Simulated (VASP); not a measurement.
# Nb (Im-3m) in VASP: notebook

Runs on Nb. Level: PBE. Tasks: single point, relaxation of cell and atoms.

Program: VASP 6.6.1. These are calculated values, not measurements. Logs are shortened: lines on timing, memory, paths and dates and some standing lists are left out, and cuts for length are marked.

**1. The cell of the first run**

The structure is cubic, space group Im-3m (No. 229). Conventional cell: a = 3.311 Å, b = 3.311 Å, c = 3.311 Å, α = 90.00°, β = 90.00°, γ = 90.00°. Within 3.8 Å of Nb (site symmetry m-3m) lie 14 Nb at 2.87 to 3.31 Å.

**2. Single point, PBE**

File INCAR:

```
SYSTEM = Nb
  PREC = Accurate
  ENCUT = 520
  EDIFF = 1E-7
  ISMEAR = 1
  SIGMA = 0.1
  LREAL = .FALSE.
  LASPH = .TRUE.
  NELM = 100
  ALGO = Normal
  ISIF = 2
  LWAVE = .FALSE.
  LCHARG = .TRUE.
  GGA = PE
  LELF = .TRUE.
  LVHAR = .TRUE.
  NBANDS = 12
```

File KPOINTS:

```
regular mesh
0
G
  18 18 18
  0 0 0
```

File POSCAR:

```
Nb
1.0
   -1.6555205352      1.6555205352      1.6555205352
    1.6555205352     -1.6555205352      1.6555205352
    1.6555205352      1.6555205352     -1.6555205352
Nb
1
Direct
    0.0000000000      0.0000000000      0.0000000000
```

Potentials or basis: VASP PAW PBE potentials, release 64 (Nb_sv).

Started as:

```
cat potpaw_PBE.64/Nb_sv/POTCAR > POTCAR
mpirun -np 1 vasp_std > vasp.out
```

OUTCAR:

```text
SYSTEM = Nb
   PREC = Accurate
   ENCUT = 520
   EDIFF = 1E-7
   ISMEAR = 1
   LREAL = .FALSE.
   LASPH = .TRUE.
   NELM = 100
   ISIF = 2
   GGA = PE

 ion  position               nearest neighbor table
   1  0.000  0.000  0.000-

  LATTYP: Found a body centered cubic cell.
 ALAT       =     3.3110410704

  Lattice vectors:

 A1 = (  -1.6555205352,   1.6555205352,   1.6555205352)
 A2 = (   1.6555205352,  -1.6555205352,   1.6555205352)
 A3 = (   1.6555205352,   1.6555205352,  -1.6555205352)

Analysis of symmetry for initial positions (statically):
=====================================================================
 Subroutine PRICEL returns:
 Original cell was already a primitive cell.

 Routine SETGRP: Setting up the symmetry group for a
 body centered cubic supercell.

 Subroutine GETGRP returns: Found 48 space group operations
 (whereof 48 operations were pure point group operations)
 out of a pool of 48 trial point group operations.

The static configuration has the point symmetry O_h .

Analysis of symmetry for dynamics (positions and initial velocities):
=====================================================================
 Subroutine PRICEL returns:
 Original cell was already a primitive cell.

 Routine SETGRP: Setting up the symmetry group for a
 body centered cubic supercell.

 Subroutine GETGRP returns: Found 48 space group operations
 (whereof 48 operations were pure point group operations)
 out of a pool of 48 trial point group operations.

The dynamic configuration has the point symmetry O_h .

 Subroutine INISYM returns: Found 48 space group operations
 (whereof 48 operations are pure point group operations),
 and found     1 'primitive' translations

----------------------------------------------------------------------------------------

                                     Primitive cell

  volume of cell :      18.1495

  direct lattice vectors                    reciprocal lattice vectors
    -1.655520535  1.655520535  1.655520535     0.000000000  0.302019812  0.302019812
     1.655520535 -1.655520535  1.655520535     0.302019812  0.000000000  0.302019812
     1.655520535  1.655520535 -1.655520535     0.302019812  0.302019812  0.000000000

  length of vectors
     2.867445680  2.867445680  2.867445680     0.427120514  0.427120514  0.427120514

  position of ions in fractional coordinates (direct lattice)
     0.000000000  0.000000000  0.000000000

  ion indices of the primitive-cell ions
   primitive index   ion index
                 1           1

----------------------------------------------------------------------------------------

 KPOINTS: regular mesh

Automatic generation of k-mesh.
 Grid dimensions read from file:
 generate k-points for:   18   18   18

 Generating k-lattice:

  Cartesian coordinates                     Fractional coordinates (reciprocal lattice)
     0.000000000  0.016778878  0.016778878     0.055555556  0.000000000  0.000000000
     0.016778878  0.000000000  0.016778878     0.000000000  0.055555556  0.000000000
     0.016778878  0.016778878  0.000000000     0.000000000  0.000000000  0.055555556

  Length of vectors
     0.023728917  0.023728917  0.023728917

  Shift w.r.t. Gamma in fractional coordinates (k-lattice)
     0.000000000  0.000000000  0.000000000

 Subroutine IBZKPT returns following result:
 ===========================================

 Found    195 irreducible k-points:

 Following reciprocal coordinates:
            Coordinates               Weight
  0.000000  0.000000  0.000000      1.000000
  0.055556  0.000000  0.000000     12.000000
  0.111111  0.000000  0.000000     12.000000
  0.166667  0.000000  0.000000     12.000000
  0.222222  0.000000  0.000000     12.000000
  0.277778  0.000000  0.000000     12.000000
[... 16 lines left out ...]
  0.333333  0.111111  0.000000     48.000000
  0.388889  0.111111  0.000000     48.000000
 [... further k-points ...]
   k-points           NKPTS =    195   k-points in BZ     NKDIM =    195   number of bands    NBANDS=     12
   number of dos      NEDOS =    301   number of ions     NIONS =      1
   total plane-waves  NPLWV =  13824
   dimension x,y,z NGX =    24 NGY =   24 NGZ =   24
   dimension x,y,z NGXF=    48 NGYF=   48 NGZF=   48
   ions per type =               1
   NGX,Y,Z   is equivalent  to a cutoff of  13.91, 13.91, 13.91 a.u.
   NGXF,Y,Z  is equivalent  to a cutoff of  27.83, 27.83, 27.83 a.u.
 SYSTEM =  Nb
   PREC   = accura    normal or accurate (medium, high low for compatibility)
   ISTART =      0    job   : 0-new  1-cont  2-samecut
   ICHARG =      2    charge: 1-file 2-atom 10-const
   ISPIN  =      1    spin polarized calculation?
   LNONCOLLINEAR =      F non collinear calculations
   LSORBIT =      F    spin-orbit coupling
   LASPH  =      T    aspherical Exc in radial PAW
   ENCUT  =  520.0 eV  38.22 Ry    6.18 a.u.   5.33  5.33  5.33*2*pi/ulx,y,z
   NELM   =    100;   NELMIN=  2; NELMDL= -5     # of ELM steps
   EDIFF  = 0.1E-06   stopping-criterion for ELM
   LREAL  =      F    real-space projection
   EDIFFG = 0.1E-05   stopping-criterion for IOM
   NSW    =      0    number of steps for IOM
   IBRION =     -1    ionic relax: 0-MD 1-quasi-New 2-CG
   NFREE  =      0    steps in history (QN), initial steepest desc. (CG)
   ISIF   =      2    stress and relaxation
   ISYM   =      2    0-nonsym 1-usesym 2-fastsym
   POTIM  = 0.5000    time-step for ionic-motion
   TEBEG  =    0.0;   TEEND  =   0.0 temperature during run
   PSTRESS=    0.0 pullay stress
   NELECT =      13.0000    total number of electrons
   NUPDOWN=      -1.0000    fix difference up-down
   EMIN   =  10.00;   EMAX   =-10.00  energy-range for DOS
   EFERMI =   0.00;   METHOD = LEGACY
   ISMEAR =     1;   SIGMA  =   0.10  broadening in eV -4-tet -1-fermi 0-gaus
   EFERMI_NEDOS =   21; number of points for ismear=-14 and -15
   IALGO  =     38    algorithm
   IMIX   =      4    mixing-type and parameters
     AMIX     =   0.40;   BMIX     =  1.00
     AMIX_MAG =   1.60;   BMIX_MAG =  1.00
  volume/ion in A,a.u.               =      18.15       122.48
  Fermi-wavevector in a.u.,A,eV,Ry     =   1.464765  2.768005 29.191809  2.145537
  Thomas-Fermi vector in A             =   2.580702
   LORBIT       =      0    0 simple, 1 ext, 2 COOP (PROOUT), +10 PAW based schemes
   GGA     = PE    functional components
   LHFCALC =     F    Hartree Fock is set to
   AEXX    =    0.0000 exact exchange contribution
   IVDW    =     0    specifies the selected vdW correction
   LEPSILON=     F    determine dielectric tensor
   LRPA    =     F    only Hartree local field effects (RPA)
 non-spin polarized calculation
 Methfessel and Paxton  Order N= 1 SIGMA  =   0.10
  energy-cutoff  :      520.00
  volume of cell :       18.15
 maximum number of plane-waves:       500
 NGX is ok and might be reduce to    24
   NGX = 11   NGY = 11   NGZ = 11

 number of electron      13.0000000 magnetization

 Free energy of the ion-electron system (eV)
  ---------------------------------------------------
  ext. energy  EPLUGINS =         0.00000000
  ---------------------------------------------------
  free energy    TOTEN  =       -10.21557887 eV

  energy without entropy =      -10.21531354  energy(sigma->0) =      -10.21549043

 E-fermi :  11.0454     XC(G=0): -12.4614

 val. band max:       11.0292685516   @ k =   0.2778   0.0000   0.0000
 cond. band min:      11.0469988740   @ k =   0.3333   0.2222   0.0000
 fundamental gap:      0.0177303224
 Fermi energy:        11.0453674320

 k-point     1 :       0.0000    0.0000    0.0000
  band No.  band energies     occupation
      1     -43.3089      2.00000
      2     -18.6218      2.00000
      3     -18.6218      2.00000
      4     -18.6218      2.00000
      5       5.1407      2.00000
      6      11.4398     -0.00000
      7      11.4398     -0.00000
      8      11.4398     -0.00000
      9      14.3241      0.00000
     10      14.3241      0.00000
     11      25.2716      0.00000
     12      25.2716      0.00000

 k-point     2 :       0.0556    0.0000    0.0000
  band No.  band energies     occupation
      1     -43.3019      2.00000
      2     -18.6649      2.00000
      3     -18.6349      2.00000
      4     -18.6222      2.00000
      5       5.2676      2.00000
      6      11.3613     -0.00007
      7      11.4218     -0.00000
      8      11.5604     -0.00000
      9      14.2016      0.00000
     10      14.3240      0.00000
     11      25.3765      0.00000
     12      25.4969      0.00000

 k-point     3 :       0.1111    0.0000    0.0000
  band No.  band energies     occupation
      1     -43.2816      2.00000
      2     -18.7878      2.00000
      3     -18.6724      2.00000
      4     -18.6232      2.00000
      5       5.6320      2.00000
      6      11.1448     -0.04904
      7      11.3457     -0.00018
      8      11.9184     -0.00000
      9      13.9390      0.00000
     10      14.3307      0.00000
     11      25.6339      0.00000
     12      26.1282      0.00000
[... 286 lines left out ...]
 k-point    23 :       0.3333    0.1111    0.0000
  band No.  band energies     occupation
      1     -43.0908      2.00000
      2     -19.7722      2.00000
      3     -19.0341      2.00000
      4     -18.6891      2.00000
      5       7.8483      2.00000
      6       9.6884      2.00000
      7      11.5789     -0.00000
      8      14.0926      0.00000
      9      15.0853      0.00000
     10      16.9147      0.00000
     11      23.5750      0.00000
     12      24.3594      0.00000

 k-point    24 :       0.3889    0.1111    0.0000
  band No.  band energies     occupation
      1     -43.0710      2.00000
      2     -19.8636      2.00000
      3     -19.0777      2.00000
      4     -18.6910      2.00000
      5       7.7632      2.00000
      6       9.5675      2.00000
      7      12.1607     -0.00000
      8      14.2081      0.00000
      9      15.2761      0.00000
     10      17.7379      0.00000
     11      22.8852      0.00000
     12      23.5916      0.00000

 [... further k-points ...]
[... 5 lines left out ...]
  --------------------------------------------------------------------------------------
  -------------------------------------------------------------------------------------
  Total       -0.0402851     -0.0402851     -0.0402851     -0.0000000     -0.0000000     -0.0000000
  in kB       -3.5562431     -3.5562431     -3.5562431     -0.0000000     -0.0000000     -0.0000000
  external PRESSURE =      -3.5562431 kB  Pullay stress =       0.0000000 kB

 VOLUME and BASIS-vectors are now :
 -----------------------------------------------------------------------------
  energy-cutoff  :      520.00
  volume of cell :       18.15
      direct lattice vectors                 reciprocal lattice vectors
    -1.655520535  1.655520535  1.655520535     0.000000000  0.302019812  0.302019812
     1.655520535 -1.655520535  1.655520535     0.302019812  0.000000000  0.302019812
     1.655520535  1.655520535 -1.655520535     0.302019812  0.302019812  0.000000000

 POSITION                                       TOTAL-FORCE (eV/Angst)
 -----------------------------------------------------------------------------------
      0.00000      0.00000      0.00000        -0.000000      0.000000      0.000000
 -----------------------------------------------------------------------------------
    total drift:                                0.000000      0.000000      0.000000

  FREE ENERGIE OF THE ION-ELECTRON SYSTEM (eV)
  ---------------------------------------------------
  free  energy   TOTEN  =       -10.2155788720 eV

  energy  without entropy=      -10.2153135441  energy(sigma->0) =      -10.21549043
```

It took 24 s on 1 thread of Intel Xeon Platinum 8559C (Emerald Rapids), shared host; peak memory 0.16 GiB.

Results:

* Free energy: -10.2156 eV
* Pressure: -0.4 GPa

Levels at points of the mesh, in eV from the Fermi level:
| k point | band 3 | band 4 | band 5 | band 6 | band 7 | band 8 | band 9 | band 10 |
| --- | --- | --- | --- | --- | --- | --- | --- | --- |
| (0.00, 0.00, 0.00) | -29.67 | -29.67 | -5.90 | 0.39 | 0.39 | 0.39 | 3.28 | 3.28 |
| (0.50, 0.00, 0.00) | -30.09 | -29.68 | -3.66 | -1.61 | 2.27 | 3.30 | 3.98 | 6.34 |
| (0.50, 0.50, 0.50) | -30.57 | -30.57 | -3.65 | -3.65 | 5.58 | 5.58 | 5.58 | 9.04 |

**3. Relaxation of cell and atoms, PBE**

This run uses another cell than the first one, of 17.98 Å³/atom, 0.990 times its volume.

File INCAR:

```
SYSTEM = Nb
PREC = Accurate ; ENCUT = 600
EDIFF = 1E-7 ; ISMEAR = 1
SIGMA = 0.1 ; LREAL = .False.
LASPH = .True. ; NELM = 60
ALGO = Normal ; ISIF = 3
LWAVE = .False. ; LCHARG = .False.
GGA = PE ; IBRION = 2
NSW = 80 ; EDIFFG = -0.01
```

File KPOINTS:

```
regular mesh
0
Gamma
  18 18 18
  0 0 0
```

File POSCAR:

```
Nb
1.0
   -1.6502000000      1.6502000000      1.6502000000
    1.6502000000     -1.6502000000      1.6502000000
    1.6502000000      1.6502000000     -1.6502000000
Nb
1
Direct
    0.0000000000      0.0000000000      0.0000000000
```

Potentials or basis: VASP PAW PBE potentials, release 64 (Nb_sv).

Started as:

```
cat potpaw_PBE.64/Nb_sv/POTCAR > POTCAR
mpirun -np 1 vasp_std > vasp.out
```

OUTCAR:

```text
SYSTEM = Nb
   PREC = Accurate
   ENCUT = 600
   EDIFF = 1E-7
   ISMEAR = 1
   LREAL = .False.
   LASPH = .True.
   NELM = 60
   ISIF = 3
   GGA = PE
   IBRION = 2
   NSW = 80
   EDIFFG = -0.01

 ion  position               nearest neighbor table
   1  0.000  0.000  0.000-

  LATTYP: Found a body centered cubic cell.
 ALAT       =     3.3004000000

  Lattice vectors:

 A1 = (  -1.6502000000,   1.6502000000,   1.6502000000)
 A2 = (   1.6502000000,  -1.6502000000,   1.6502000000)
 A3 = (   1.6502000000,   1.6502000000,  -1.6502000000)

Analysis of symmetry for initial positions (statically):
=====================================================================
 Subroutine PRICEL returns:
[... 249 lines left out ...]

 E-fermi :  11.0729     XC(G=0): -12.4716

 val. band max:       11.0571418804   @ k =   0.2778   0.0000   0.0000
 cond. band min:      11.0763371893   @ k =   0.3333   0.2222   0.0000
 fundamental gap:      0.0191953089
 Fermi energy:        11.0728857778

 k-point     1 :       0.0000    0.0000    0.0000
  band No.  band energies     occupation
      1     -43.2793      2.00000
      2     -18.5882      2.00000
      3     -18.5882      2.00000
      4     -18.5882      2.00000
      5       5.1634      2.00000
      6      11.4664     -0.00000
      7      11.4664     -0.00000
      8      11.4664     -0.00000
      9      14.3571      0.00000
     10      14.3571      0.00000
[... 287 lines left out ...]
 k-point    24 :       0.3889    0.1111    0.0000
  band No.  band energies     occupation
      1     -43.0395      2.00000
      2     -19.8377      2.00000
      3     -19.0468      2.00000
      4     -18.6579      2.00000
      5       7.7834      2.00000
      6       9.5896      2.00000
      7      12.1936     -0.00000
      8      14.2420      0.00000
      9      15.3134      0.00000
     10      17.7817      0.00000

 [... further k-points ...]
[... 5 lines left out ...]
  --------------------------------------------------------------------------------------
  -------------------------------------------------------------------------------------
  Total        0.0005914      0.0005914      0.0005914      0.0000000     -0.0000000     -0.0000000
  in kB        0.0523124      0.0523124      0.0523124      0.0000000     -0.0000000     -0.0000000
  external PRESSURE =       0.0523124 kB  Pullay stress =       0.0000000 kB
[... 16 lines left out ...]
  FREE ENERGIE OF THE ION-ELECTRON SYSTEM (eV)
  ---------------------------------------------------
  free  energy   TOTEN  =       -10.2154506752 eV

  energy  without entropy=      -10.2152298201  energy(sigma->0) =      -10.21537706

 reached required accuracy - stopping structural energy minimisation
```

OSZICAR:

```text
N       E                     dE             d eps       ncg     rms          rms(c)
DAV:   1     0.130356219639E+03    0.13036E+03   -0.81639E+03  3924   0.145E+03
DAV:   2    -0.453190077442E+01   -0.13489E+03   -0.13181E+03  4120   0.477E+02
DAV:   3    -0.103080288220E+02   -0.57761E+01   -0.54513E+01  5856   0.831E+01
[... 26 lines left out ...]
DAV:   3    -0.102143317170E+02    0.25949E-02   -0.19308E-02  6046   0.158E+00    0.205E-01
DAV:   4    -0.102149223829E+02   -0.59067E-03   -0.68247E-04  5334   0.277E-01    0.112E-01
DAV:   5    -0.102154478407E+02   -0.52546E-03   -0.14855E-03  6634   0.279E-01    0.488E-02
DAV:   6    -0.102154498019E+02   -0.19613E-05   -0.36612E-05  4438   0.827E-02    0.110E-02
DAV:   7    -0.102154506929E+02   -0.89097E-06   -0.70784E-06  6290   0.259E-02    0.256E-03
DAV:   8    -0.102154506752E+02    0.17692E-07   -0.19725E-07  3524   0.540E-03
   3 F= -.10215451E+02 E0= -.10215377E+02  d E =-.557390E-03
```

CONTCAR:

```text
Nb
   1.00000000000000
    -1.6544279587469211    1.6544279587469211    1.6544279587469211
     1.6544279587469211   -1.6544279587469211    1.6544279587469211
     1.6544279587469211    1.6544279587469211   -1.6544279587469211
  Nb
     1
Direct
     0.0000000000000000    0.0000000000000000    0.0000000000000000

  0.00000000E+00  0.00000000E+00  0.00000000E+00
```

Run time: 45 s. Hardware: 1 thread of Intel Xeon Platinum 8559C (Emerald Rapids), shared host; peak memory 0.18 GiB.

Results:

* Free energy: -10.2155 eV
* Relaxed volume: 18.11 Å³/atom
* Relaxed cell: a = 2.866 Å, b = 2.866 Å, c = 2.866 Å, α = 109.47°, β = 109.47°, γ = 109.47°
* Space group after relaxing (to 0.05 Å): Im-3m (No. 229)
* Energy gained by relaxing: 0.6 meV/atom
* Ionic steps: 3
* Pressure after relaxing: 0.0 GPa

Step by step:
```
step  energy change (eV)  largest force (eV/Å)  pressure (GPa)  volume (Å³)
   1              0.0000                0.0000            1.31        17.98
   2              0.0012                0.0000           -2.21        18.36
   3             -0.0006                0.0000            0.01        18.11
```

Final structure:
```cif
data_structure
_symmetry_space_group_name_H-M 'P 1'
_symmetry_Int_Tables_number 1
_cell_length_a 2.8656
_cell_length_b 2.8656
_cell_length_c 2.8656
_cell_angle_alpha 109.471
_cell_angle_beta 109.471
_cell_angle_gamma 109.471
_cell_volume 18.11
loop_
_atom_site_label
_atom_site_type_symbol
_atom_site_fract_x
_atom_site_fract_y
_atom_site_fract_z
_atom_site_occupancy
Nb1 Nb 0.00000 0.00000 0.00000 1
```

Levels at points of the mesh, in eV from the Fermi level:
| k point | band 4 | band 5 | band 6 | band 7 | band 8 | band 9 |
| --- | --- | --- | --- | --- | --- | --- |
| (0.00, 0.00, 0.00) | -29.66 | -5.91 | 0.39 | 0.39 | 0.39 | 3.28 |
| (0.50, 0.00, 0.00) | -29.67 | -3.67 | -1.62 | 2.28 | 3.31 | 3.99 |
| (0.50, 0.50, 0.50) | -30.57 | -3.66 | -3.66 | 5.59 | 5.59 | 5.59 |
